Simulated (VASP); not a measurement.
Input of a VASP 6.6.1 run:

INCAR

```
  PREC = Accurate
  ENCUT = 520
  EDIFF = 1E-6
  ISMEAR = 0
  SIGMA = 0.1
  LREAL = Auto
  LASPH = True
  NELM = 100
  ALGO = Normal
  ISIF = 2
  LWAVE = False
  LCHARG = False
  LDIPOL = True
  IDIPOL = 3
  DIPOL = 0.5 0.5 0.322
  GGA = CA
  NBANDS = 58
```

File KPOINTS:

```
regular mesh
0
Gamma
  6 4 1
```

File POSCAR:

```
SiC20
1.0
    4.8886397374      0.0000000000      0.0000000000
    0.0000000000      6.7320639185      0.0000000000
    0.0000000000      0.0000000000     19.8779297502
C Si
20 1
Direct
    0.1873445658      0.7499862731      0.2012281988
    0.6873445658      0.7499862731      0.2012281988
    0.3122616418      0.2500137269      0.2189744258
    0.8122616418      0.2500137269      0.2189744258
    0.0622461176      0.2500137269      0.2544882356
    0.5622461176      0.2500137269      0.2544882356
    0.1871631936      0.7499862731      0.2722344626
    0.6871631936      0.7499862731      0.2722344626
    0.4371476695      0.7499862731      0.3077482725
    0.9371476696      0.7499862731      0.3077482725
    0.0327331600      0.2593588811      0.3267972099
    0.5327331600      0.2593588811      0.3267972099
    0.2778387656      0.2880713332      0.3614247234
    0.7778387656      0.2880713332      0.3614247234
    0.4611295625      0.6809589459      0.3746072660
    0.9611295625      0.6809589459      0.3746072660
    0.2151187046      0.6005973959      0.3990088605
    0.7151187046      0.6005973959      0.3990088605
    0.2458331930      0.4038298762      0.4214689284
    0.7458331930      0.4038298762      0.4214689284
    0.3708331930      0.6538298762      0.4856410364
```

Potentials or basis: VASP PAW LDA potentials, release 64 (C, Si).

The run is started by

```sh
$ cat potpaw_LDA.64/C/POTCAR potpaw_LDA.64/Si/POTCAR > POTCAR
$ mpirun -np 1 vasp_std > vasp.out
```

Task: Predict the band gap on the k mesh.

Result: Zero (bands 42 and 43 overlap by 0.28 eV).

Task: Predict the largest force.

Result: 3.148 eV/Å.

Forces on the atoms (eV/Å):
```
C    0.027  0.022  1.629
C    0.175 -0.080  1.423
C   -0.110  0.068  2.019
C   -0.239  0.067  2.032
C   -1.074 -0.358 -2.213
C   -1.153 -0.540 -1.968
C    0.295  0.835 -2.434
C   -0.128  1.116 -2.114
C    1.169 -0.121  0.176
C    0.895 -0.917  1.509
C    0.133  0.086  0.386
C   -0.173 -0.043  0.117
C    0.596 -0.686 -0.318
C   -0.117 -0.415  0.084
C    0.723 -0.232 -1.683
C   -0.605  0.610 -1.684
C   -1.539  2.444  1.251
C   -0.364  1.253  1.083
C   -0.134 -1.145  1.079
C    1.348 -0.943 -0.398
Si   0.275 -1.022  0.023
```
